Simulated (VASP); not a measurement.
# AlN (R3m) in VASP: further runs

Runs on AlN. Level: LDA. Tasks: single point.

All numbers are computed with VASP 6.6.1; they aren't measurements. Logs are shortened: lines on timing, memory, paths and dates and some standing lists are left out, and cuts for length are marked.

### 1 The cell of the first run

It takes space group R3m (No. 160, trigonal). The conventional cell has a = 3.089 Å, b = 3.089 Å, c = 7.566 Å, α = 90.00°, β = 90.00°, γ = 120.00°. Within 2.4 Å of Al (site symmetry 3m) lie 4 N at 1.81 to 2.19 Å. N (site symmetry 3m) has 4 Al at 1.81 to 2.19 Å within 2.4 Å.

### 2 Single point, LDA

INCAR

```
PREC = Accurate
ENCUT = 520
EDIFF = 1E-6
ISMEAR = 0
SIGMA = 0.05
LREAL = False
LASPH = True
NELM = 60
ALGO = Normal
ISIF = 2
LWAVE = False
LCHARG = False
NBANDS = 11
```

KPOINTS

```
Automatic mesh
0
Gamma
  10 10 10
```

POSCAR

```
AlN
1.0
    0.0000000000      2.1839935596      2.1839935596
    2.1839935596      0.0000000000      2.1839935596
    2.1839935596      2.1839935596      0.0000000000
Al N
1 1
Direct
    0.0396532948      0.0396532948      0.0396532948
    0.7500000000      0.7500000000      0.7500000000
```

Potentials or basis: VASP PAW LDA potentials, release 64 (Al, N).

Run with:

```
$ cat potpaw_LDA.64/Al/POTCAR potpaw_LDA.64/N/POTCAR > POTCAR
$ mpirun -np 1 vasp_std > vasp.out
```

OUTCAR:

```text
PREC = Accurate
   ENCUT = 520
   EDIFF = 1E-6
   ISMEAR = 0
   LREAL = False
   LASPH = True
   NELM = 60
   ISIF = 2

 ion  position               nearest neighbor table
   1  0.040  0.040  0.040-   2 1.81   2 1.81   2 1.81   2 2.19
   2  0.750  0.750  0.750-   1 1.81   1 1.81   1 1.81   1 2.19

  LATTYP: Found a face centered cubic cell.
 ALAT       =     4.3679871192

  Lattice vectors:

 A1 = (   0.0000000000,   2.1839935596,   2.1839935596)
 A2 = (   2.1839935596,   0.0000000000,   2.1839935596)
 A3 = (   2.1839935596,   2.1839935596,   0.0000000000)

Analysis of symmetry for initial positions (statically):
=====================================================================
 Subroutine PRICEL returns:
 Original cell was already a primitive cell.

 Routine SETGRP: Setting up the symmetry group for a
 face centered cubic supercell.

 Subroutine GETGRP returns: Found  6 space group operations
 (whereof  6 operations were pure point group operations)
 out of a pool of 48 trial point group operations.

The static configuration has the point symmetry C_3v.

Analysis of symmetry for dynamics (positions and initial velocities):
=====================================================================
 Subroutine PRICEL returns:
 Original cell was already a primitive cell.

 Routine SETGRP: Setting up the symmetry group for a
 face centered cubic supercell.

 Subroutine GETGRP returns: Found  6 space group operations
 (whereof  6 operations were pure point group operations)
 out of a pool of 48 trial point group operations.

The dynamic configuration has the point symmetry C_3v.

 Subroutine INISYM returns: Found  6 space group operations
 (whereof  6 operations are pure point group operations),
 and found     1 'primitive' translations

----------------------------------------------------------------------------------------

                                     Primitive cell

  volume of cell :      20.8345

  direct lattice vectors                    reciprocal lattice vectors
     0.000000000  2.183993560  2.183993560    -0.228938404  0.228938404  0.228938404
     2.183993560  0.000000000  2.183993560     0.228938404 -0.228938404  0.228938404
     2.183993560  2.183993560  0.000000000     0.228938404  0.228938404 -0.228938404

  length of vectors
     3.088633312  3.088633312  3.088633312     0.396532948  0.396532948  0.396532948

  position of ions in fractional coordinates (direct lattice)
     0.039653295  0.039653295  0.039653295
     0.750000000  0.750000000  0.750000000

  ion indices of the primitive-cell ions
   primitive index   ion index
                 1           1
                 2           2

----------------------------------------------------------------------------------------

 KPOINTS: Automatic mesh

Automatic generation of k-mesh.
 Grid dimensions read from file:
 generate k-points for:   10   10   10

 Generating k-lattice:

  Cartesian coordinates                     Fractional coordinates (reciprocal lattice)
    -0.022893840  0.022893840  0.022893840     0.100000000  0.000000000  0.000000000
     0.022893840 -0.022893840  0.022893840     0.000000000  0.100000000  0.000000000
     0.022893840  0.022893840 -0.022893840     0.000000000  0.000000000  0.100000000

  Length of vectors
     0.039653295  0.039653295  0.039653295

  Shift w.r.t. Gamma in fractional coordinates (k-lattice)
     0.000000000  0.000000000  0.000000000

 Subroutine IBZKPT returns following result:
 ===========================================

 Found    116 irreducible k-points:

 Following reciprocal coordinates:
            Coordinates               Weight
  0.000000  0.000000  0.000000      1.000000
  0.100000  0.000000  0.000000      6.000000
  0.100000  0.100000  0.100000      2.000000
  0.200000  0.000000  0.000000      6.000000
  0.200000  0.200000  0.200000      2.000000
  0.300000  0.000000  0.000000      6.000000
[... 16 lines left out ...]
  0.100000  0.100000 -0.400000      6.000000
  0.500000  0.400000  0.500000      6.000000
 [... further k-points ...]
   k-points           NKPTS =    116   k-points in BZ     NKDIM =    116   number of bands    NBANDS=     11
   number of dos      NEDOS =    301   number of ions     NIONS =      2
   total plane-waves  NPLWV =  13824
   dimension x,y,z NGX =    24 NGY =   24 NGZ =   24
   dimension x,y,z NGXF=    48 NGYF=   48 NGZF=   48
   ions per type =               1   1
   NGX,Y,Z   is equivalent  to a cutoff of  12.92, 12.92, 12.92 a.u.
   NGXF,Y,Z  is equivalent  to a cutoff of  25.84, 25.84, 25.84 a.u.
 SYSTEM =  unknown system
   PREC   = accura    normal or accurate (medium, high low for compatibility)
   ISTART =      0    job   : 0-new  1-cont  2-samecut
   ICHARG =      2    charge: 1-file 2-atom 10-const
   ISPIN  =      1    spin polarized calculation?
   LNONCOLLINEAR =      F non collinear calculations
   LSORBIT =      F    spin-orbit coupling
   LASPH  =      T    aspherical Exc in radial PAW
   ENCUT  =  520.0 eV  38.22 Ry    6.18 a.u.   5.74  5.74  5.74*2*pi/ulx,y,z
   NELM   =     60;   NELMIN=  2; NELMDL= -5     # of ELM steps
   EDIFF  = 0.1E-05   stopping-criterion for ELM
   LREAL  =      F    real-space projection
   EDIFFG = 0.1E-04   stopping-criterion for IOM
   NSW    =      0    number of steps for IOM
   IBRION =     -1    ionic relax: 0-MD 1-quasi-New 2-CG
   NFREE  =      0    steps in history (QN), initial steepest desc. (CG)
   ISIF   =      2    stress and relaxation
   ISYM   =      2    0-nonsym 1-usesym 2-fastsym
   POTIM  = 0.5000    time-step for ionic-motion
   TEBEG  =    0.0;   TEEND  =   0.0 temperature during run
   PSTRESS=    0.0 pullay stress
   NELECT =       8.0000    total number of electrons
   NUPDOWN=      -1.0000    fix difference up-down
   EMIN   =  10.00;   EMAX   =-10.00  energy-range for DOS
   EFERMI =   0.00;   METHOD = LEGACY
   ISMEAR =     0;   SIGMA  =   0.05  broadening in eV -4-tet -1-fermi 0-gaus
   EFERMI_NEDOS =   21; number of points for ismear=-14 and -15
   IALGO  =     38    algorithm
   IMIX   =      4    mixing-type and parameters
     AMIX     =   0.40;   BMIX     =  1.00
     AMIX_MAG =   1.60;   BMIX_MAG =  1.00
  volume/ion in A,a.u.               =      10.42        70.30
  Fermi-wavevector in a.u.,A,eV,Ry     =   1.189899  2.248583 19.263943  1.415860
  Thomas-Fermi vector in A             =   2.325996
   LORBIT       =      0    0 simple, 1 ext, 2 COOP (PROOUT), +10 PAW based schemes
   GGA     = CA    functional components
   LHFCALC =     F    Hartree Fock is set to
   AEXX    =    0.0000 exact exchange contribution
   IVDW    =     0    specifies the selected vdW correction
   LEPSILON=     F    determine dielectric tensor
   LRPA    =     F    only Hartree local field effects (RPA)
 non-spin polarized calculation
 Gauss-broadening in eV      SIGMA  =   0.05
  energy-cutoff  :      520.00
  volume of cell :       20.83
 maximum number of plane-waves:       571
   NGX = 11   NGY = 11   NGZ = 11

 number of electron       8.0000001 magnetization

 Free energy of the ion-electron system (eV)
  ---------------------------------------------------
  ext. energy  EPLUGINS =         0.00000000
  ---------------------------------------------------
  free energy    TOTEN  =       -15.97462672 eV

  energy without entropy =      -15.97462672  energy(sigma->0) =      -15.97462672

 E-fermi :   6.8044     XC(G=0): -11.2609

 val. band max:        6.5312429832   @ k =   0.0000   0.0000   0.0000
 cond. band min:       8.9093733064   @ k =   0.5000   0.5000   0.0000
 fundamental gap:      2.3781303233
 Fermi energy:         6.8044382397

 k-point     1 :       0.0000    0.0000    0.0000
  band No.  band energies     occupation
      1      -9.1280      2.00000
      2       5.2722      2.00000
      3       5.2722      2.00000
      4       6.5312      2.00000
      5       9.7297      0.00000
      6      18.0596      0.00000
      7      18.0596      0.00000
      8      18.1872      0.00000
      9      22.9777      0.00000
     10      22.9777      0.00000
     11      23.4561      0.00000

 k-point     2 :       0.1000    0.0000    0.0000
  band No.  band energies     occupation
      1      -8.9779      2.00000
      2       4.5728      2.00000
      3       5.2278      2.00000
      4       6.4165      2.00000
      5      10.3327      0.00000
      6      17.2560      0.00000
      7      18.2887      0.00000
      8      18.6625      0.00000
      9      21.7574      0.00000
     10      21.8875      0.00000
     11      23.8249      0.00000

 k-point     3 :       0.1000    0.1000    0.1000
  band No.  band energies     occupation
      1      -8.9822      2.00000
      2       5.2234      2.00000
      3       5.2234      2.00000
      4       5.5430      2.00000
      5      10.5600      0.00000
      6      17.7226      0.00000
      7      18.0903      0.00000
      8      18.0903      0.00000
      9      22.2744      0.00000
     10      22.2744      0.00000
     11      23.0859      0.00000

 k-point     4 :       0.2000    0.0000    0.0000
  band No.  band energies     occupation
      1      -8.5493      2.00000
      2       3.0720      2.00000
      3       5.1175      2.00000
      4       6.2321      2.00000
      5      11.3852      0.00000
      6      16.3864      0.00000
      7      18.2473      0.00000
      8      18.5328      0.00000
      9      21.0324      0.00000
     10      21.8575      0.00000
     11      22.8973      0.00000
[... 239 lines left out ...]
 k-point    22 :       0.5000    0.1000    0.0000
  band No.  band energies     occupation
      1      -6.9513      2.00000
      2      -0.1128      2.00000
      3       4.4737      2.00000
      4       5.6354      2.00000
      5      12.9848      0.00000
      6      14.2522      0.00000
      7      16.9406      0.00000
      8      17.7020      0.00000
      9      23.1603      0.00000
     10      24.2619      0.00000
     11      26.6314      0.00000

 k-point    23 :       0.1000    0.1000   -0.4000
  band No.  band energies     occupation
      1      -6.9506      2.00000
      2      -0.1273      2.00000
      3       4.7212      2.00000
      4       5.3581      2.00000
      5      13.0207      0.00000
      6      14.3026      0.00000
      7      17.1570      0.00000
      8      17.5024      0.00000
      9      22.7791      0.00000
     10      24.9474      0.00000
     11      26.1794      0.00000

 k-point    24 :       0.5000    0.4000    0.5000
  band No.  band energies     occupation
      1      -7.0383      2.00000
      2       0.4134      2.00000
      3       4.3850      2.00000
      4       4.6782      2.00000
      5      13.5316      0.00000
      6      14.4801      0.00000
      7      16.9013      0.00000
      8      17.1796      0.00000
      9      23.5046      0.00000
     10      24.5179      0.00000
     11      25.9193      0.00000

 [... further k-points ...]
[... 5 lines left out ...]
  --------------------------------------------------------------------------------------
  -------------------------------------------------------------------------------------
  Total        0.4793313      0.4793313      0.4793313     -0.7240750     -0.7240750     -0.7240750
  in kB       36.8605957     36.8605957     36.8605957    -55.6813922    -55.6813922    -55.6813922
  external PRESSURE =      36.8605957 kB  Pullay stress =       0.0000000 kB

 VOLUME and BASIS-vectors are now :
 -----------------------------------------------------------------------------
  energy-cutoff  :      520.00
  volume of cell :       20.83
      direct lattice vectors                 reciprocal lattice vectors
     0.000000000  2.183993560  2.183993560    -0.228938404  0.228938404  0.228938404
     2.183993560  0.000000000  2.183993560     0.228938404 -0.228938404  0.228938404
     2.183993560  2.183993560  0.000000000     0.228938404  0.228938404 -0.228938404

 POSITION                                       TOTAL-FORCE (eV/Angst)
 -----------------------------------------------------------------------------------
      0.17321      0.17321      0.17321        -1.140596     -1.140596     -1.140596
      3.27599      3.27599      3.27599         1.140596      1.140596      1.140596
 -----------------------------------------------------------------------------------
    total drift:                               -0.000078     -0.000078     -0.000078

  FREE ENERGIE OF THE ION-ELECTRON SYSTEM (eV)
  ---------------------------------------------------
  free  energy   TOTEN  =       -15.9746267153 eV

  energy  without entropy=      -15.9746267153  energy(sigma->0) =      -15.97462672
```

Run time: 45 s. Hardware: 1 thread of AMD EPYC 7R13, shared host; peak memory 0.11 GiB.

Results:

```yaml
Free_energy: -15.9746 eV
Pressure: 3.7 GPa
Largest_force: 1.976 eV/Å
Band_gap_on_the_k_mesh: 2.38 eV, indirect (least direct gap 3.20 eV)
```

Forces in eV/Å, atoms in the order of the input:
```
Al  -1.141 -1.141 -1.141
N    1.141  1.141  1.141
```

Levels at points of the mesh, in eV from the valence-band top:
```
           k point  band 1  band 2  band 3  band 4  band 5  band 6  band 7  band 8  band 9
(0.00, 0.00, 0.00)  -15.66   -1.26   -1.26    0.00    3.20   11.53   11.53   11.66   16.45
(0.50, 0.00, 0.00)  -13.53   -6.86   -1.67   -0.66    6.06    8.59   10.12   10.56   16.34
(0.50, 0.50, 0.50)  -13.62   -6.33   -1.72   -1.72    6.65    9.00    9.96    9.96   16.35
(0.50, 0.50, 0.00)  -12.89   -5.81   -2.91   -2.24    2.38    7.26   12.49   14.68   15.16
```

Caveat: the cell differs from its parent crystal (all Al atoms moved -0.300 Å, as atom 1 towards its neighbour atom 2 (N) at 1.891 Å); forces of over 1 eV/Å act on the atoms, so gaps and moduli don't describe the material at rest.

### 3 Single point, LDA

INCAR

```
PREC = Accurate ; ENCUT = 520
EDIFF = 1E-6 ; ISMEAR = 0
SIGMA = 0.05 ; LREAL = False
LASPH = True ; NELM = 80
ALGO = Normal ; ISIF = 2
LWAVE = False ; LCHARG = False
NBANDS = 11
```

KPOINTS is that of step 2.

POSCAR, as its differences from that of step 2:

```diff
@@ -8,3 +8,3 @@
 Direct
-    0.0396532948      0.0396532948      0.0396532948
+   -0.0297399711     -0.0297399711     -0.0297399711
     0.7500000000      0.7500000000      0.7500000000
```

Potentials or basis: VASP PAW LDA potentials, release 64 (Al, N).

Run with:

```
$ cat potpaw_LDA.64/Al/POTCAR potpaw_LDA.64/N/POTCAR > POTCAR
$ mpirun -np 1 vasp_std > vasp.out
```

Wall time 49 s (1 thread of AMD EPYC 7R13, shared host); peak memory 0.11 GiB.

The run converged. Its results:

| Property | Result |
| --- | --- |
| Free energy | -15.8416 eV |
| Pressure | 6.0 GPa |
| Largest force | 5.633 eV/Å |
| Band gap on the k mesh | 2.93 eV, indirect (least direct gap 3.85 eV) |

Forces in eV/Å, atoms in the order of the input:
```
Al   3.252  3.252  3.252
N   -3.252 -3.252 -3.252
```

Stress tensor (GPa, compression positive):
```
 5.95 15.90 15.90
15.90  5.95 15.90
15.90 15.90  5.95
```

Levels at points of the mesh, in eV from the valence-band top:
| k point | band 1 | band 2 | band 3 | band 4 | band 5 | band 6 | band 7 | band 8 |
| --- | --- | --- | --- | --- | --- | --- | --- | --- |
| (0.00, 0.00, 0.00) | -15.12 | -0.96 | 0.00 | 0.00 | 3.85 | 11.99 | 11.99 | 12.26 |
| (0.50, 0.00, 0.00) | -13.03 | -6.09 | -1.22 | -0.52 | 6.86 | 9.39 | 10.31 | 11.18 |
| (0.50, 0.50, 0.50) | -12.97 | -6.43 | -0.49 | -0.49 | 6.72 | 9.12 | 10.84 | 10.84 |
| (0.50, 0.50, 0.00) | -12.36 | -5.25 | -2.23 | -1.86 | 2.93 | 7.95 | 13.13 | 15.28 |

Caveat: the cell differs from its parent crystal (all Al atoms moved +0.225 Å, as atom 1 towards its neighbour atom 2 (N) at 1.891 Å); forces of over 1 eV/Å act on the atoms, so gaps and moduli don't describe the material at rest. A k mesh can miss the band edges.

(Continued in part 2 of 2.)
